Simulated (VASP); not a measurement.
# TiS2 (P-3m1) in VASP: settings compared

Aim: see how the results for TiS2 move with the level of theory and the settings. Levels: PBE, LDA. Tasks: single point.

All numbers are computed with VASP 6.6.1; they aren't measurements. Logs are shortened: lines on timing, memory, paths and dates and some standing lists are left out, and cuts for length are marked.

## 1. The cell of the first run

Symmetry: P-3m1, No. 164, trigonal system. The conventional cell has a = 3.413 Å, b = 3.413 Å, c = 6.468 Å, α = 90.00°, β = 90.00°, γ = 120.00°. Ti (site symmetry -3m) has 6 S at 2.43 Å within 3.2 Å. S (site symmetry 3m) has 3 Ti at 2.43 Å within 3.2 Å.

## 2. Single point, PBE, non-collinear spin, zero start, spin-orbit coupling

File INCAR:

```
SYSTEM = TiS2
PREC = Accurate
ENCUT = 500
EDIFF = 1E-6
ISMEAR = 0
SIGMA = 0.05
LREAL = .False.
LASPH = .True.
NELM = 200
ALGO = Normal
ISIF = 2
LWAVE = .False.
LCHARG = .False.
LNONCOLLINEAR = .True.
MAGMOM = 0 0 0 0 0 0 0 0 0
LORBIT = 11
LSORBIT = .True.
GGA_COMPAT = .False.
LORBMOM = .True.
LMAXMIX = 4
GGA = PE
NBANDS = 37
```

File KPOINTS:

```
regular mesh
0
Gamma
  12 12 6
  0 0 0
```

File POSCAR:

```
TiS2
1.0
    3.4129687387      0.0000000000      0.0000000000
   -1.7064843693      2.9557176301      0.0000000000
    0.0000000000      0.0000000000      6.4679174893
Ti S
1 2
Direct
    0.0000000000      0.0000000000      0.0000000000
    0.3333333333      0.6666666667      0.2196364634
    0.6666666667      0.3333333333      0.7803635366
```

Potentials or basis: VASP PAW PBE potentials, release 64 (Ti_sv, S).

Run with:

```console
> cat potpaw_PBE.64/Ti_sv/POTCAR potpaw_PBE.64/S/POTCAR > POTCAR
> mpirun -np 1 vasp_ncl > vasp.out
```

OUTCAR:

```text
SYSTEM = TiS2
   PREC = Accurate
   ENCUT = 500
   EDIFF = 1E-6
   ISMEAR = 0
   LREAL = .False.
   LASPH = .True.
   NELM = 200
   ISIF = 2
   LNONCOLLINEAR = .True.
   LORBIT = 11
   LSORBIT = .True.
   GGA = PE

 ion  position               nearest neighbor table
   1  0.000  0.000  0.000-   2 2.43   3 2.43   3 2.43   2 2.43   3 2.43   2 2.43
   2  0.333  0.667  0.220-   1 2.43   1 2.43   1 2.43
   3  0.667  0.333  0.780-   1 2.43   1 2.43   1 2.43

  LATTYP: Found a hexagonal cell.
 ALAT       =     3.4129687387
 C/A-ratio  =     1.8951001267

  Lattice vectors:

 A1 = (   3.4129687387,   0.0000000000,   0.0000000000)
 A2 = (  -1.7064843693,   2.9557176301,   0.0000000000)
 A3 = (   0.0000000000,   0.0000000000,   6.4679174893)

Analysis of symmetry for initial positions (statically):
=====================================================================
 Subroutine PRICEL returns:
 Original cell was already a primitive cell.

 Routine SETGRP: Setting up the symmetry group for a
 hexagonal supercell.

 Subroutine GETGRP returns: Found 12 space group operations
 (whereof 12 operations were pure point group operations)
 out of a pool of 24 trial point group operations.

The static configuration has the point symmetry D_3d.

Analysis of symmetry for dynamics (positions and initial velocities):
=====================================================================
 Subroutine PRICEL returns:
 Original cell was already a primitive cell.

 Routine SETGRP: Setting up the symmetry group for a
 hexagonal supercell.

 Subroutine GETGRP returns: Found 12 space group operations
 (whereof 12 operations were pure point group operations)
 out of a pool of 24 trial point group operations.

The dynamic configuration has the point symmetry D_3d.

Analysis of structural, dynamic, and magnetic symmetry:
=====================================================================
 Subroutine PRICEL returns:
 Original cell was already a primitive cell.

 Routine SETGRP: Setting up the symmetry group for a
 hexagonal supercell.

 Subroutine GETGRP returns: Found 12 space group operations
 (whereof 12 operations were pure point group operations)
 out of a pool of 24 trial point group operations.

The overall configuration has the point symmetry D_3d.

[... 1121 lines left out ...]
 -----------------------------------------------------------------------------------
      0.00000      0.00000      0.00000         0.000000      0.000000      0.000000
     -0.00000      1.97048      1.42059        -0.000000      0.000000     -0.001256
      1.70648      0.98524      5.04733         0.000000     -0.000000      0.001256
 -----------------------------------------------------------------------------------
    total drift:                                0.000000     -0.000000     -0.000000

  FREE ENERGIE OF THE ION-ELECTRON SYSTEM (eV)
  ---------------------------------------------------
  free  energy   TOTEN  =       -19.9724320195 eV

  energy  without entropy=      -19.9717084355  energy(sigma->0) =      -19.97207023

 orbital moment (x)

 # of ion     p       d       tot
 ----------------------------------------
  1         0.000  -0.000  -0.000
  2         0.000   0.000   0.000
  3         0.000   0.000   0.000
 ----------------------------------------
            0.000  -0.000   0.000

 orbital moment (y)

 # of ion     p       d       tot
 ----------------------------------------
  1        -0.000   0.000   0.000
  2         0.000   0.000   0.000
  3         0.000   0.000   0.000
 ----------------------------------------
            0.000   0.000   0.000

 orbital moment (z)

 # of ion     p       d       tot
 ----------------------------------------
  1         0.000  -0.000  -0.000
  2         0.000   0.000   0.000
  3         0.000   0.000   0.000
 ----------------------------------------
            0.000  -0.000  -0.000

 Spin-Orbit-Coupling matrix elements

 Ion:    1  E_soc:     -0.0107962
 l=   1
     0.0000000    -0.0016834    -0.0017026
    -0.0016834     0.0000000    -0.0016834
    -0.0017026    -0.0016834     0.0000000
 l=   2
     0.0000000    -0.0000278     0.0000000    -0.0000278    -0.0000622
    -0.0000278     0.0000000    -0.0000550    -0.0000451    -0.0000278
     0.0000000    -0.0000550     0.0000000    -0.0000550     0.0000000
    -0.0000278    -0.0000451    -0.0000550     0.0000000    -0.0000278
    -0.0000622    -0.0000278     0.0000000    -0.0000278     0.0000000
 l=   3
     0.0000000     0.0000000     0.0000000     0.0000000     0.0000000     0.0000000     0.0000000
     0.0000000     0.0000000     0.0000000     0.0000000     0.0000000     0.0000000     0.0000000
     0.0000000     0.0000000     0.0000000     0.0000000     0.0000000     0.0000000     0.0000000
     0.0000000     0.0000000     0.0000000     0.0000000     0.0000000     0.0000000     0.0000000
[... 29 lines left out ...]
 l=   2
     0.0000000     0.0000000     0.0000000     0.0000000     0.0000000
     0.0000000     0.0000000     0.0000000     0.0000000     0.0000000
     0.0000000     0.0000000     0.0000000     0.0000000     0.0000000
     0.0000000     0.0000000     0.0000000     0.0000000     0.0000000
     0.0000000     0.0000000     0.0000000     0.0000000     0.0000000
 l=   3
     0.0000000     0.0000000     0.0000000     0.0000000     0.0000000     0.0000000     0.0000000
     0.0000000     0.0000000     0.0000000     0.0000000     0.0000000     0.0000000     0.0000000
     0.0000000     0.0000000     0.0000000     0.0000000     0.0000000     0.0000000     0.0000000
     0.0000000     0.0000000     0.0000000     0.0000000     0.0000000     0.0000000     0.0000000
     0.0000000     0.0000000     0.0000000     0.0000000     0.0000000     0.0000000     0.0000000
     0.0000000     0.0000000     0.0000000     0.0000000     0.0000000     0.0000000     0.0000000
     0.0000000     0.0000000     0.0000000     0.0000000     0.0000000     0.0000000     0.0000000

 total charge

# of ion       s       p       d       tot
------------------------------------------
    1        2.189   6.191   1.787  10.167
    2        1.355   2.376   0.000   3.731
    3        1.355   2.376   0.000   3.731
--------------------------------------------------
tot          4.898  10.943   1.787  17.628

 magnetization (x)

# of ion       s       p       d       tot
------------------------------------------
    1        0.000  -0.000   0.000   0.000
    2        0.000   0.000   0.000   0.000
    3        0.000   0.000   0.000   0.000
--------------------------------------------------
tot          0.000   0.000   0.000   0.000

 magnetization (y)

# of ion       s       p       d       tot
------------------------------------------
    1        0.000   0.000  -0.000  -0.000
    2       -0.000   0.000   0.000   0.000
    3       -0.000   0.000   0.000  -0.000
--------------------------------------------------
tot         -0.000   0.000  -0.000   0.000

 magnetization (z)

# of ion       s       p       d       tot
------------------------------------------
    1        0.000  -0.000   0.000  -0.000
    2        0.000   0.000   0.000   0.000
    3        0.000   0.000   0.000   0.000
--------------------------------------------------
tot          0.000  -0.000   0.000  -0.000
```

OSZICAR:

```text
N       E                     dE             d eps       ncg     rms          rms(c)
DAV:   1     0.254407677228E+03    0.25441E+03   -0.10672E+04  7432   0.126E+03
DAV:   2     0.973161387448E+01   -0.24468E+03   -0.23129E+03  7773   0.367E+02
DAV:   3    -0.215052663223E+02   -0.31237E+02   -0.30139E+02 11195   0.125E+02
DAV:   4    -0.237506155832E+02   -0.22453E+01   -0.22364E+01 11047   0.291E+01
DAV:   5    -0.238610242177E+02   -0.11041E+00   -0.11037E+00 10586   0.502E+00    0.147E+01
DAV:   6    -0.209412548019E+02    0.29198E+01   -0.91761E+00  9496   0.457E+01    0.105E+01
DAV:   7    -0.202849056392E+02    0.65635E+00   -0.50478E+00  8913   0.314E+01    0.624E+00
DAV:   8    -0.199882423708E+02    0.29666E+00   -0.69794E-01  8531   0.132E+01    0.228E+00
DAV:   9    -0.199883385936E+02   -0.96223E-04   -0.15858E-01  9715   0.276E+00    0.144E+00
DAV:  10    -0.199723567954E+02    0.15982E-01   -0.25738E-02  9674   0.242E+00    0.581E-01
DAV:  11    -0.199732118153E+02   -0.85502E-03   -0.49216E-03  8880   0.866E-01    0.324E-01
DAV:  12    -0.199724870694E+02    0.72475E-03   -0.67955E-04  8886   0.382E-01    0.126E-01
DAV:  13    -0.199724344304E+02    0.52639E-04   -0.13146E-04  9896   0.801E-02    0.673E-02
DAV:  14    -0.199724303421E+02    0.40883E-05   -0.95869E-05  8893   0.585E-02    0.213E-02
DAV:  15    -0.199724371263E+02   -0.67843E-05   -0.20706E-05 10678   0.601E-02    0.273E-02
DAV:  16    -0.199724331327E+02    0.39937E-05   -0.95302E-06  8304   0.394E-02    0.115E-02
DAV:  17    -0.199724319783E+02    0.11544E-05   -0.43249E-06  9278   0.183E-02    0.422E-03
DAV:  18    -0.199724320195E+02   -0.41124E-07   -0.27090E-07  5160   0.454E-03
   1 F= -.19972432E+02 E0= -.19972070E+02  d E =-.723584E-03  mag=    -0.0000    -0.0000    -0.0000
```

stdout:

```text
POSCAR found type information on POSCAR TiS
 POSCAR found :  2 types and       3 ions
 scaLAPACK will be used
 LDA part: xc-table for (Slater+PW92), standard interpolation
 POSCAR, INCAR and KPOINTS ok, starting setup
 FFT: planning ... GRIDC
 FFT: planning ... GRID_SOFT
 FFT: planning ... GRID
 WAVECAR not read
 entering main loop
```

Run time: 4.7 min. Hardware: 1 thread of AMD EPYC 9R45 (Zen 5), shared host; peak memory 0.51 GiB.

What came out:

- Free energy: -19.9724 eV
- Pressure: 0.0 GPa
- Net moment: 0.00 μB per cell
- Valence electrons inside the program's atomic spheres: Ti 10.17; S 3.73

Moments on the atoms (μB; x, y, z):
```
Ti  0.00 0.00 0.00
S   0.00 0.00 0.00
S   0.00 0.00 0.00
```

Caveat: this functional lacks dispersion, which binds layers or chains, so the pressure and a relaxed spacing across them are unreliable.

## 3. Single point, PBE, non-collinear spin, zero start, spin-orbit coupling

File INCAR:

```
PREC = Accurate
ENCUT = 500
EDIFF = 1E-6
ISMEAR = 0
SIGMA = 0.05
LREAL = False
LASPH = True
NELM = 200
ALGO = Normal
ISIF = 2
LWAVE = False
LCHARG = False
MAGMOM = 0 0 0 0 0 0 0 0 0
LORBIT = 11
LSORBIT = True
GGA_COMPAT = False
LORBMOM = True
LMAXMIX = 4
GGA = PE
NBANDS = 37
```

File KPOINTS:

```
regular mesh
0
Gamma
  12 12 6
```

POSCAR is that of step 2.

Potentials or basis: VASP PAW PBE potentials, release 64 (Ti_sv, S).

Run with:

```console
> cat potpaw_PBE.64/Ti_sv/POTCAR potpaw_PBE.64/S/POTCAR > POTCAR
> mpirun -np 1 vasp_ncl > vasp.out
```

Wall time 5.3 min (1 thread of Intel Xeon 6975P-C (Granite Rapids), shared host); peak memory 0.53 GiB.

Results (log left out):

```
Free energy                                           : -19.9724 eV
Pressure                                              : 0.0 GPa
Net moment                                            : 0.00 μB per cell
Valence electrons inside the program's atomic spheres : Ti 10.17; S 3.73
```

Moments on the atoms (μB; x, y, z):
```
Ti  0.00 0.00 0.00
S   0.00 0.00 0.00
S   0.00 0.00 0.00
```

Caveat: this functional lacks dispersion, which binds layers or chains, so the pressure and a relaxed spacing across them are unreliable.

## 4. Single point, LDA, non-collinear spin, zero start, spin-orbit coupling

File INCAR:

```
SYSTEM = TiS2
PREC     = Accurate       ! precision mode
ENCUT    = 500            ! plane-wave cutoff, eV
EDIFF    = 1E-6           ! SCF threshold, eV
ISMEAR   = 0              ! smearing method
SIGMA    = 0.05           ! smearing width, eV
LREAL    = .False.        ! projectors in reciprocal space
LASPH    = .True.         ! aspherical terms in the spheres
NELM     = 200            ! most SCF steps
ALGO     = Normal         ! electronic algorithm
ISIF     = 2              ! what is computed and relaxed
LWAVE    = .False.        ! write WAVECAR
LCHARG   = .False.        ! write CHGCAR
LNONCOLLINEAR= .True.         ! non-collinear magnetism
MAGMOM   = 0 0 0 0 0 0 0 0 0 ! initial moments
LORBIT   = 11             ! projections on sites
LSORBIT  = .True.         ! spin-orbit coupling
GGA_COMPAT= .False.      
LORBMOM  = .True.       
LMAXMIX  = 4              ! l up to which the mixer works
GGA      = CA             ! functional
NBANDS   = 37             ! bands
```

File KPOINTS:

```
Automatic mesh
0
Gamma
  12 12 6
  0 0 0
```

POSCAR is that of step 3.

Potentials or basis: VASP PAW LDA potentials, release 64 (Ti_sv, S).

Run with:

```console
> cat potpaw_LDA.64/Ti_sv/POTCAR potpaw_LDA.64/S/POTCAR > POTCAR
> mpirun -np 1 vasp_ncl > vasp.out
```

It took 17 min on 1 thread of Oxide Virtual Turin-like, shared host; peak memory 0.43 GiB.

It converged, with:

- Free energy: -21.8546 eV
- Pressure: -5.5 GPa
- Largest force: 0.425 eV/Å
- Net moment: 0.00 μB per cell
- Valence electrons inside the program's atomic spheres: Ti 10.21; S 3.71

Forces on the atoms (eV/Å):
```
Ti   0.000  0.000  0.000
S    0.000  0.000 -0.425
S    0.000  0.000  0.425
```

Stress tensor (GPa, compression positive):
```
-5.92  0.00  0.00
 0.00 -5.92  0.00
 0.00  0.00 -4.66
```

Moments on the atoms (μB; x, y, z):
```
Ti  0.00 0.00 0.00
S   0.00 0.00 0.00
S   0.00 0.00 0.00
```

Caveat: the cell stands under tension.

## 5. Single point, PBE, non-collinear spin, zero start, spin-orbit coupling

File INCAR:

```
PREC = Accurate
ENCUT = 500
EDIFF = 1E-6
ISMEAR = -4
SIGMA = 0.1
LREAL = F
LASPH = T
NELM = 200
ALGO = Normal
ISIF = 2
LWAVE = F
LCHARG = F
LNONCOLLINEAR = T
MAGMOM = 0 0 0 0 0 0 0 0 0
LORBIT = 11
LSORBIT = T
GGA_COMPAT = F
LORBMOM = T
LMAXMIX = 4
GGA = PE
NBANDS = 37
```

File KPOINTS:

```
regular mesh
0
Gamma
  12 12 6
```

POSCAR is that of step 4.

Potentials or basis: VASP PAW PBE potentials, release 64 (Ti_sv, S).

Run with:

```console
> cat potpaw_PBE.64/Ti_sv/POTCAR potpaw_PBE.64/S/POTCAR > POTCAR
> mpirun -np 1 vasp_ncl > vasp.out
```

Run time: 15 min. Hardware: 1 thread of Oxide Virtual Turin-like, shared host; peak memory 0.51 GiB.

Results (log left out):

| Item | Value |
| --- | --- |
| Free energy | -19.9715 eV |
| Pressure | 0.0 GPa |
| Largest force | 0.018 eV/Å |
| Net moment | 0.00 μB per cell |
| Valence electrons inside the program's atomic spheres | Ti 10.16; S 3.73 |

Forces on the atoms (eV/Å):
```
Ti   0.000  0.000  0.000
S    0.000  0.000 -0.018
S    0.000  0.000  0.018
```

Stress tensor (GPa, compression positive):
```
 0.10  0.00  0.00
 0.00  0.10  0.00
 0.00  0.00 -0.13
```

Moments on the atoms (μB; x, y, z):
```
Ti  0.00 0.00 0.00
S   0.00 0.00 0.00
S   0.00 0.00 0.00
```

Caveat: this functional lacks dispersion, which binds layers or chains, so the pressure and a relaxed spacing across them are unreliable.

## 6. Summary

```tsv
level	potentials or basis	smearing	pressure (GPa)	moment (μB)	largest force (eV/Å)
PBE	VASP PAW PBE potentials, release 64 (Ti_sv, S)	gaussian 0.05 eV	0.0	0.00	-
LDA	VASP PAW LDA potentials, release 64 (Ti_sv, S)	gaussian 0.05 eV	-5.5	0.00	0.42
PBE	VASP PAW PBE potentials, release 64 (Ti_sv, S)	tetrahedron	0.0	0.00	0.02
```

Alike in all rows: task single point; spin non-collinear, zero start, SOC; cell as given; k mesh 12 × 12 × 6; cutoff (eV) 500.

Caveats: this functional lacks dispersion, which binds layers or chains, so the pressure and a relaxed spacing across them are unreliable (at least some runs); the cell stands under tension (at least some runs).

Total energies depend on the potentials used, so only differences within one code and one set of settings carry meaning.
